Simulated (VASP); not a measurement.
Write the native input for VASP 6.6.1 that does the following.

- Task: single point
- Functional: PBE
- Potentials or basis: VASP PAW PBE potentials, release 64 (Re_sv_GW, Sb_d_GW)
- Cutoff: 560 eV
- k mesh: 12 × 12 × 12
- Occupations: fermi-dirac, width 0.08 eV
- Spin: no spin polarisation
- Dipole correction: no
- Further INCAR settings: ALGO = Normal; EDIFF = 1e-06; NBANDS = 22

The structure of ReSb (zincblende type) lies in POSCAR:

```
ReSb
1.0
    0.0000000000      2.3090901639      2.3090901639
    2.3090901639      0.0000000000      2.3090901639
    2.3090901639      2.3090901639      0.0000000000
Re Sb
1 1
Direct
    0.0000000000      0.0000000000      0.0000000000
    0.2500000000      0.2500000000      0.2500000000
```

These files were run (other wordings do the same):

INCAR

```
SYSTEM = ReSb
PREC = Accurate ; ENCUT = 560
EDIFF = 1E-6 ; ISMEAR = -1
SIGMA = 0.08 ; LREAL = .FALSE.
LASPH = .TRUE. ; NELM = 120
ALGO = Normal ; ISIF = 2
LWAVE = .FALSE. ; LCHARG = .FALSE.
GGA = PE ; NBANDS = 22
GGA_COMPAT = .FALSE.
```

KPOINTS

```
regular mesh
0
G
  12 12 12
  0 0 0
```

Potentials or basis: VASP PAW PBE potentials, release 64 (Re_sv_GW, Sb_d_GW).

The run is started by

```bash
$ cat potpaw_PBE.64/Re_sv_GW/POTCAR potpaw_PBE.64/Sb_d_GW/POTCAR > POTCAR
$ mpirun -np 1 vasp_std > vasp.out
```

Results of the run:

| Property | Result |
| --- | --- |
| Pressure | 434.2 GPa |
| Band gap on the k mesh | 0.20 eV (least direct gap 0.38 eV) |

Caveat: atoms lie so close that the PAW spheres overlap strongly, which falsifies energies and pressures; the cell stands under pressure; spin-orbit coupling is left out, which moves the levels of the heavy elements.

It took 100 s on 1 thread of AMD EPYC 7R43 64-Core Processor (Zen 3), with other jobs on the host, peak memory 0.18 GiB.
